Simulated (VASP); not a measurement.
# Sr (P6_3/mmc) in VASP: a series of runs, part 2 of 3

VASP 6.6.1. Earlier steps stand in the parts before.

## Step 4: Single point, PBE

This run uses another cell than the first one, of 26.57 Å³/atom, 0.997 times its volume.

Contents of INCAR:

```
PREC     = Accurate       # precision mode
ENCUT    = 520            # plane-wave cutoff, eV
EDIFF    = 1E-7           # SCF threshold, eV
ISMEAR   = -1             # smearing method
SIGMA    = 0.08           # smearing width, eV
LREAL    = False          # projectors in reciprocal space
LASPH    = True           # aspherical terms in the spheres
NELM     = 100            # most SCF steps
ALGO     = Normal         # electronic algorithm
ISIF     = 2              # what is computed and relaxed
LWAVE    = False          # write WAVECAR
LCHARG   = False          # write CHGCAR
GGA      = PE             # functional
NBANDS   = 28             # bands
```

Contents of KPOINTS:

```
Automatic mesh
0
Gamma
  11 11 3
```

Contents of POSCAR:

```
Sr
1.0
    3.3515866470      0.0000000000      0.0000000000
   -1.6757933235      2.9025591793      0.0000000000
    0.0000000000      0.0000000000     10.9241404795
Sr
4
Direct
    0.0000000000      0.0000000000      0.0000000000
    0.0000000000      0.0000000000      0.5000000000
    0.3333333333      0.6666666667      0.2500000000
    0.6666666667      0.3333333333      0.7500000000
```

Potentials or basis: VASP PAW PBE potentials, release 64 (Sr_sv).

Started as:

```console
cat potpaw_PBE.64/Sr_sv/POTCAR > POTCAR
mpirun -np 1 vasp_std > vasp.out
```

OUTCAR:

```text
PREC = Accurate
   ENCUT = 520
   EDIFF = 1E-7
   ISMEAR = -1
   LREAL = False
   LASPH = True
   NELM = 100
   ISIF = 2
   GGA = PE

 ion  position               nearest neighbor table
   1  0.000  0.000  0.000-   3 3.35   4 3.35   4 3.35   3 3.35   4 3.35   3 3.35   3 4.74   4 4.74
                             3 4.74   4 4.74   3 4.74   4 4.74
   2  0.000  0.000  0.500-   3 3.35   4 3.35   4 3.35   3 3.35   4 3.35   3 3.35   3 4.74   4 4.74
                             3 4.74   4 4.74   3 4.74   4 4.74
   3  0.333  0.667  0.250-   1 3.35   2 3.35   1 3.35   2 3.35   1 3.35   2 3.35   1 4.74   2 4.74
                             1 4.74   2 4.74   1 4.74   2 4.74
   4  0.667  0.333  0.750-   1 3.35   2 3.35   1 3.35   2 3.35   1 3.35   2 3.35   1 4.74   2 4.74
                             1 4.74   2 4.74   1 4.74   2 4.74

  LATTYP: Found a hexagonal cell.
 ALAT       =     3.3515866470
 C/A-ratio  =     3.2593937231

  Lattice vectors:

 A1 = (   3.3515866470,   0.0000000000,   0.0000000000)
 A2 = (  -1.6757933235,   2.9025591793,   0.0000000000)
 A3 = (   0.0000000000,   0.0000000000,  10.9241404795)

Analysis of symmetry for initial positions (statically):
=====================================================================
 Subroutine PRICEL returns:
 Original cell was already a primitive cell.

 Routine SETGRP: Setting up the symmetry group for a
 hexagonal supercell.

 Subroutine GETGRP returns: Found 24 space group operations
 (whereof 12 operations were pure point group operations)
 out of a pool of 24 trial point group operations.

The static configuration has the point symmetry D_3d.
 The point group associated with its full space group is D_6h.

Analysis of symmetry for dynamics (positions and initial velocities):
=====================================================================
 Subroutine PRICEL returns:
 Original cell was already a primitive cell.

 Routine SETGRP: Setting up the symmetry group for a
[... 118 lines left out ...]
   ISYM   =      2    0-nonsym 1-usesym 2-fastsym
   POTIM  = 0.5000    time-step for ionic-motion
   TEBEG  =    0.0;   TEEND  =   0.0 temperature during run
   PSTRESS=    0.0 pullay stress
   NELECT =      40.0000    total number of electrons
   NUPDOWN=      -1.0000    fix difference up-down
   EMIN   =  10.00;   EMAX   =-10.00  energy-range for DOS
   EFERMI =   0.00;   METHOD = LEGACY
   ISMEAR =    -1;   SIGMA  =   0.08  broadening in eV -4-tet -1-fermi 0-gaus
   EFERMI_NEDOS =   21; number of points for ismear=-14 and -15
   IALGO  =     38    algorithm
   IMIX   =      4    mixing-type and parameters
     AMIX     =   0.40;   BMIX     =  1.00
     AMIX_MAG =   1.60;   BMIX_MAG =  1.00
  volume/ion in A,a.u.               =      26.57       179.29
  Fermi-wavevector in a.u.,A,eV,Ry     =   1.182012  2.233679 19.009412  1.397152
  Thomas-Fermi vector in A             =   2.318274
   LORBIT       =      0    0 simple, 1 ext, 2 COOP (PROOUT), +10 PAW based schemes
   GGA     = PE    functional components
[... 5 lines left out ...]
 non-spin polarized calculation
  energy-cutoff  :      520.00
  volume of cell :      106.27
 maximum number of plane-waves:      2884
 NGX is ok and might be reduce to    28

 number of electron      40.0000000 magnetization

 Free energy of the ion-electron system (eV)
  ---------------------------------------------------
  ext. energy  EPLUGINS =         0.00000000
  ---------------------------------------------------
  free energy    TOTEN  =        -1.14189351 eV

  energy without entropy =       -1.05826537  energy(sigma->0) =       -1.10007944

 E-fermi :   4.7494     XC(G=0):  -9.9733

 val. band max:        4.7419948418   @ k =   0.4545   0.0909   0.3333
 cond. band min:       4.8069672524   @ k =   0.2727   0.2727   0.3333
 fundamental gap:      0.0649724106
 Fermi energy:         4.7493639806

 k-point     1 :       0.0000    0.0000    0.0000
  band No.  band energies     occupation
      1     -30.8955      2.00000
      2     -30.7666      2.00000
      3     -30.7254      2.00000
      4     -30.5903      2.00000
      5     -13.8912      2.00000
      6     -13.0470      2.00000
[... 733 lines left out ...]
     27       7.7293      0.00000
     28       7.9169      0.00000

 [... further k-points ...]
[... 5 lines left out ...]
  --------------------------------------------------------------------------------------
  -------------------------------------------------------------------------------------
  Total       16.0710418     16.0710418     16.0900107      0.0000000      0.0000000      0.0000000
  in kB      242.2901738    242.2901738    242.5761531      0.0000000      0.0000000      0.0000000
  external PRESSURE =     242.3855003 kB  Pullay stress =       0.0000000 kB

 VOLUME and BASIS-vectors are now :
 -----------------------------------------------------------------------------
  energy-cutoff  :      520.00
  volume of cell :      106.27
      direct lattice vectors                 reciprocal lattice vectors
     3.351586647  0.000000000  0.000000000     0.298366149  0.172261776  0.000000000
    -1.675793323  2.902559179  0.000000000     0.000000000  0.344523553  0.000000000
     0.000000000  0.000000000 10.924140480     0.000000000  0.000000000  0.091540383

 POSITION                                       TOTAL-FORCE (eV/Angst)
 -----------------------------------------------------------------------------------
      0.00000      0.00000      0.00000        -0.000000      0.000000     -0.000000
      0.00000      0.00000      5.46207        -0.000000      0.000000     -0.000000
     -0.00000      1.93504      2.73104         0.000000      0.000000      0.000000
      1.67579      0.96752      8.19311        -0.000000      0.000000      0.000000
 -----------------------------------------------------------------------------------
    total drift:                                0.000000     -0.000000      0.000000

  FREE ENERGIE OF THE ION-ELECTRON SYSTEM (eV)
  ---------------------------------------------------
  free  energy   TOTEN  =        -1.1418935069 eV

  energy  without entropy=       -1.0582653745  energy(sigma->0) =       -1.10007944
```

OSZICAR:

```text
N       E                     dE             d eps       ncg     rms          rms(c)
DAV:   1     0.245619955010E+03    0.24562E+03   -0.20411E+04  1792   0.136E+03
DAV:   2     0.156715660009E+02   -0.22995E+03   -0.22580E+03  2168   0.300E+02
DAV:   3    -0.693614521225E+00   -0.16365E+02   -0.15989E+02  2840   0.567E+01
DAV:   4    -0.133371987657E+01   -0.64011E+00   -0.63609E+00  2604   0.980E+00
DAV:   5    -0.134523684179E+01   -0.11517E-01   -0.11507E-01  2492   0.122E+00    0.340E+01
DAV:   6    -0.119203692127E+01    0.15320E+00   -0.12745E-01  2784   0.169E+00    0.202E+01
DAV:   7    -0.114174127391E+01    0.50296E-01   -0.23177E-01  2844   0.198E+00    0.959E-01
DAV:   8    -0.114185957452E+01   -0.11830E-03   -0.89049E-03  2184   0.487E-01    0.343E-01
DAV:   9    -0.114190649961E+01   -0.46925E-04   -0.12908E-03  2416   0.213E-01    0.932E-02
DAV:  10    -0.114189234787E+01    0.14152E-04   -0.84030E-05  2628   0.505E-02    0.300E-02
DAV:  11    -0.114189435161E+01   -0.20037E-05   -0.41278E-06  2384   0.140E-02    0.758E-03
DAV:  12    -0.114189379882E+01    0.55279E-06   -0.12818E-06  2296   0.430E-03    0.232E-03
DAV:  13    -0.114189361419E+01    0.18463E-06   -0.33958E-08  1284   0.146E-03    0.608E-04
DAV:  14    -0.114189344635E+01    0.16784E-06   -0.17731E-08  1240   0.822E-04    0.556E-04
DAV:  15    -0.114189350686E+01   -0.60513E-07   -0.63664E-09  1236   0.461E-04
   1 F= -.11418935E+01 E0= -.11000794E+01  d E =-.836281E-01
```

Run time: 94 s. Hardware: 1 thread of Intel Xeon Platinum 8375C at 2.90GHz (Ice Lake), shared host; peak memory 0.27 GiB.

Results:

| Item | Value |
| --- | --- |
| Free energy | -1.1419 eV |
| Pressure | 24.2 GPa |
| Band gap on the k mesh | zero (band 20 reaches 5.19 eV, above the bottom of band 21 at 4.46 eV) |

Levels at points of the mesh, in eV from the Fermi level:
| k point | band 17 | band 18 | band 19 | band 20 | band 21 | band 22 | band 23 | band 24 |
| --- | --- | --- | --- | --- | --- | --- | --- | --- |
| (0.00, 0.00, 0.00) | -4.00 | -2.25 | -2.22 | -1.48 | 1.83 | 1.88 | 2.77 | 2.84 |

## Step 5: Relaxation of cell and atoms, PBE, target pressure 24 GPa, at which the enthalpy is minimised

This run uses another cell than the first one: it holds 2 atoms, not 4.

Contents of INCAR:

```
SYSTEM = Sr
PREC     = Accurate       ! precision mode
ENCUT    = 600            ! plane-wave cutoff, eV
EDIFF    = 1E-6           ! SCF threshold, eV
ISMEAR   = -1             ! smearing method
SIGMA    = 0.08           ! smearing width, eV
LREAL    = .FALSE.        ! projectors in reciprocal space
LASPH    = .TRUE.         ! aspherical terms in the spheres
NELM     = 60             ! most SCF steps
ALGO     = Normal         ! electronic algorithm
ISIF     = 3              ! what is computed and relaxed
LWAVE    = .FALSE.        ! write WAVECAR
LCHARG   = .FALSE.        ! write CHGCAR
GGA      = PE             ! functional
IBRION   = 2              ! ionic algorithm
NSW      = 32             ! ionic steps
EDIFFG   = -0.005         ! ionic threshold
PSTRESS  = 240.0
```

Contents of KPOINTS:

```
regular mesh
0
G
  13 13 7
  0 0 0
```

Contents of POSCAR:

```
Sr
1.0
    3.3513278679      0.0000000000      0.0000000000
   -1.6756639340      2.9023350700      0.0000000000
    0.0000000000      0.0000000000      5.4364997554
Sr
2
Direct
    0.3333333333      0.6666666667      0.2500000000
    0.6666666667      0.3333333333      0.7500000000
```

Potentials or basis: VASP PAW PBE potentials, release 64 (Sr_sv).

Started as:

```console
cat potpaw_PBE.64/Sr_sv/POTCAR > POTCAR
mpirun -np 1 vasp_std > vasp.out
```

OUTCAR:

```text
SYSTEM = Sr
   PREC = Accurate
   ENCUT = 600
   EDIFF = 1E-6
   ISMEAR = -1
   LREAL = .FALSE.
   LASPH = .TRUE.
   NELM = 60
   ISIF = 3
   GGA = PE
   IBRION = 2
   NSW = 32
   EDIFFG = -0.005
   PSTRESS = 240.0

 ion  position               nearest neighbor table
   1  0.333  0.667  0.250-   2 3.34   2 3.34   2 3.34   2 3.34   2 3.34   2 3.34   2 4.73   2 4.73
                             2 4.73   2 4.73   2 4.73   2 4.73
   2  0.667  0.333  0.750-   1 3.34   1 3.34   1 3.34   1 3.34   1 3.34   1 3.34   1 4.73   1 4.73
                             1 4.73   1 4.73   1 4.73   1 4.73

  LATTYP: Found a hexagonal cell.
 ALAT       =     3.3513278679
 C/A-ratio  =     1.6221927456

  Lattice vectors:

 A1 = (   3.3513278679,   0.0000000000,   0.0000000000)
 A2 = (  -1.6756639340,   2.9023350700,   0.0000000000)
 A3 = (   0.0000000000,   0.0000000000,   5.4364997554)

Analysis of symmetry for initial positions (statically):
=====================================================================
 Subroutine PRICEL returns:
 Original cell was already a primitive cell.

 Routine SETGRP: Setting up the symmetry group for a
 hexagonal supercell.

[... 177 lines left out ...]
  Total        8.0071284      8.0071284      8.0057015     -0.0000000      0.0000000      0.0000000
  in kB      242.6071165    242.6071165    242.5638814     -0.0000000      0.0000000      0.0000000
  external PRESSURE =       2.5927048 kB  Pullay stress =     240.0000000 kB
[... 63 lines left out ...]
--------------------------------------- Ionic step        3  -------------------------------------------

 number of electron      20.0000000 magnetization

 Free energy of the ion-electron system (eV)
  ---------------------------------------------------
  ext. energy  EPLUGINS =         0.00000000
  ---------------------------------------------------
  free energy    TOTEN  =        -0.60747601 eV

  energy without entropy =       -0.57068737  energy(sigma->0) =       -0.58908169

 E-fermi :   4.7743     XC(G=0):  -9.9774

 val. band max:        4.7715532670   @ k =   0.3077   0.3077   0.4286
 cond. band min:       4.7867753028   @ k =   0.3846   0.0769   0.1429
 fundamental gap:      0.0152220359
 Fermi energy:         4.7743000685

 k-point     1 :       0.0000    0.0000    0.0000
  band No.  band energies     occupation
      1     -30.8979      2.00000
      2     -30.5895      2.00000
      3     -13.9033      2.00000
      4     -12.2729      2.00000
      5     -12.2729      2.00000
      6     -12.0441      2.00000
      7     -12.0441      2.00000
      8     -12.0278      2.00000
      9       0.7592      2.00000
     10       3.2473      2.00000
     11       7.5768      0.00000
     12       7.7910      0.00000
     13       7.7910      0.00000
     14       7.9031      0.00000
[... 377 lines left out ...]
      1     -30.8285      2.00000
      2     -30.5777      2.00000
      3     -13.7058      2.00000
      4     -12.5871      2.00000
      5     -12.4418      2.00000
      6     -12.3577      2.00000
      7     -12.1162      2.00000
      8     -12.0990      2.00000
      9       1.6577      2.00000
     10       3.9371      1.99994
     11       6.2926      0.00000
     12       6.6153      0.00000
     13       7.7920      0.00000
     14       8.2149      0.00000

 [... further k-points ...]
[... 5 lines left out ...]
  --------------------------------------------------------------------------------------
  -------------------------------------------------------------------------------------
  Total        7.9480813      7.9480813      7.9604120     -0.0000000     -0.0000000      0.0000000
  in kB      239.8811352    239.8811351    240.2532891     -0.0000000     -0.0000000      0.0000000
  external PRESSURE =       0.0051865 kB  Pullay stress =     240.0000000 kB
[... 21 lines left out ...]
  energy  without entropy=       -0.5706873683  energy(sigma->0) =       -0.58908169

  enthalpy is  TOTEN    =         7.3445436852 eV   P V=        7.9520196973

 reached required accuracy - stopping structural energy minimisation
```

Wall time 2 min (1 thread of Intel Xeon Platinum 8375C at 2.90GHz (Ice Lake), shared host); peak memory 0.24 GiB.

What came out:

- Free energy: -0.6075 eV
- Relaxed volume: 26.54 Å³/atom
- Relaxed cell: a = 3.356 Å, b = 3.356 Å, c = 5.443 Å, α = 90.00°, β = 90.00°, γ = 120.00°
- Space group after relaxing (to 0.05 Å): P6_3/mmc (No. 194)
- Energy change on relaxing (the enthalpy is what falls): -15.6 meV/atom
- Ionic steps: 3
- Pressure after relaxing: 24.0 GPa
- Band gap on the k mesh: zero (band 10 reaches 5.22 eV, above the bottom of band 11 at 4.08 eV)

Step by step:
```tsv
step	energy change (eV)	largest force (eV/Å)	pressure (GPa)	volume (Å³)
1	0.0000	0.0000	24.26	52.88
2	-0.0493	0.0000	23.87	53.21
3	-0.0311	0.0000	24.00	53.09
```

Final structure:
```
Sr
1.0
     3.35571    0.00000    0.00000
    -1.67785    2.90613    0.00000
     0.00000    0.00000    5.44349
Sr
2
Direct
  0.33333 0.66667 0.25000
  0.66667 0.33333 0.75000
```

Caveat: the cell is relaxed towards a set pressure, so the enthalpy falls and the energy may rise.

[end of part 2 of 3]
